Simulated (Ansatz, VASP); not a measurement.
# Two plane-wave programs on MgS

Contents of INCAR:

```
SYSTEM = MgS
PREC = Accurate ; ENCUT = 520
EDIFF = 1E-7 ; ISMEAR = 0
SIGMA = 0.02 ; LREAL = .False.
LASPH = .True. ; NELM = 120
ALGO = Normal ; ISIF = 2
LWAVE = .False. ; LCHARG = .False.
GGA = PS ; IBRION = 2
NSW = 60 ; EDIFFG = -0.002
GGA_COMPAT = .False. ; NELMIN = 4
```

Contents of KPOINTS:

```
Automatic mesh
0
Gamma
  6 6 6
  0 0 0
```

File POSCAR:

```
MgS
1.0
    0.0156060791      2.6015160605      2.5859745410
    2.6015160605      0.0156060791      2.5859745410
    2.6171221396      2.6171221396      0.0000000000
Mg S
1 1
Direct
    0.0000000000      0.0000000000      0.0000000000
    0.5000000000      0.5000000000      0.5000000000
```

Input for Ansatz:

```yaml
crystal:
  lattice:
    - [0.0156060791, 2.6015160605, 2.585974541]
    - [2.6015160605, 0.0156060791, 2.585974541]
    - [2.6171221396, 2.6171221396, 0.0]
  atoms:
    - { symbol: Mg, position: [0.0, 0.0, 0.0] }
    - { symbol: S, position: [0.5, 0.5, 0.5] }
basis:
  ecutwfc: 420
kpoints:
  mp_grid: { grid: [6, 6, 6] }
hamiltonian:
  xc: pbesol
  pseudopotentials: { kind: paw, azcp: { folder: soft_1 } }
scf:
  occupations: { method: gaussian, width: 0.02 }
output:
  forces: true
  stress: true
  eigenvalues: true
relax:
  adjacent_minimum: "off"
  f_tol: 0.002
  max_steps: 40
```

Change from the starting cell: strained cell.

Alike in both runs: task relaxation of the atoms; functional PBEsol; k mesh 6 × 6 × 6; occupations gaussian, width 0.02 eV; no spin polarisation.

|  | VASP | Ansatz |
| --- | --- | --- |
| version | VASP 6.6.1 | Ansatz 0.2.0 |
| potentials or method | VASP PAW PBE potentials, release 64 (Mg, S), cutoff 520 eV | scalar-relativistic, plane waves, PAW |
| valence electrons in the cell | 8 | 16 |

|  | VASP | Ansatz | Ansatz less VASP |
| --- | --- | --- | --- |
| gap on the k mesh at the Fermi level, each at its own relaxed structure (eV) | 2.62 | 2.62 | 0.000 |

VASP's potentials were made for PBE, not for PBEsol, and Ansatz warns of the same on its side. VASP's potentials hold 8 valence electrons a cell and Ansatz's 16, so a difference there can come from the potentials and not from the codes. Ansatz's warnings: stress scf threshold loose.

Noted on VASP's run: the relaxation stopped at its first step, so nothing moved.
